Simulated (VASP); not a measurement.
Wanted: the native input for a VASP 6.6.1 run.

* Task: single point
* Functional: LDA
* Potentials or basis: VASP PAW LDA potentials, release 64 (W_sv, Si)
* Cutoff: 520 eV
* k mesh: 5 × 5 × 3
* Occupations: fermi-dirac, width 0.05 eV
* Spin: no spin polarisation
* Hubbard terms: W d U = 4.0 eV
* Dipole correction: no
* Further INCAR settings: ALGO = Normal; EDIFF = 1e-07; NBANDS = 43

The structure of Si2W lies in POSCAR:

```
Si2W
1.0
    4.6168523821      0.0000000000      0.0000000000
   -2.3084261911      3.9983114484      0.0000000000
    0.0000000000      0.0000000000      6.6532220000
W Si
3 6
Direct
    0.5000000000      0.0000000000      0.5000000000
    0.5000000000      0.5000000000      0.8333333333
    0.0000000000      0.5000000000      0.1666666667
    0.3272520000      0.1636260000      0.1666666667
    0.8363740000      0.1636260000      0.8333333333
    0.1636260000      0.3272520000      0.5000000000
    0.6727480000      0.8363740000      0.1666666667
    0.1636260000      0.8363740000      0.8333333333
    0.8363740000      0.6727480000      0.5000000000
```

One way to write it, as run:

INCAR

```
PREC     = Accurate       # precision mode
ENCUT    = 520            # plane-wave cutoff, eV
EDIFF    = 1E-7           # SCF threshold, eV
ISMEAR   = -1             # smearing method
SIGMA    = 0.05           # smearing width, eV
LREAL    = F              # projectors in reciprocal space
LASPH    = T              # aspherical terms in the spheres
NELM     = 150            # most SCF steps
ALGO     = Normal         # electronic algorithm
ISIF     = 2              # what is computed and relaxed
LWAVE    = F              # write WAVECAR
LCHARG   = F              # write CHGCAR
LMAXMIX  = 4              # l up to which the mixer works
LDAU     = T              # DFT+U
LDAUTYPE = 2            
LDAUL    = 2 -1           # shell
LDAUU    = 4 0            # U, eV
LDAUJ    = 0 0          
LDAUPRINT= 1            
GGA      = CA             # functional
NBANDS   = 43             # bands
```

KPOINTS

```
Automatic mesh
0
Gamma
  5 5 3
```

Potentials or basis: VASP PAW LDA potentials, release 64 (W_sv, Si).

Run with:

```sh
$ cat potpaw_LDA.64/W_sv/POTCAR potpaw_LDA.64/Si/POTCAR > POTCAR
$ mpirun -np 1 vasp_std > vasp.out
```

It gave:

- Pressure: -5.2 GPa
- Largest force: 0.013 eV/Å
- Band gap on the k mesh: 0.47 eV, indirect (least direct gap 1.07 eV)

Caveat: spin-orbit coupling is left out, which moves the levels of the heavy elements; the U is typed as a test and isn't derived for this compound.

It took 81 s on 1 thread of Intel(R) Xeon(R) Platinum 8259CL CPU @ 2.50GHz (Skylake/Cascade Lake) (shared host), peak memory 0.21 GiB.
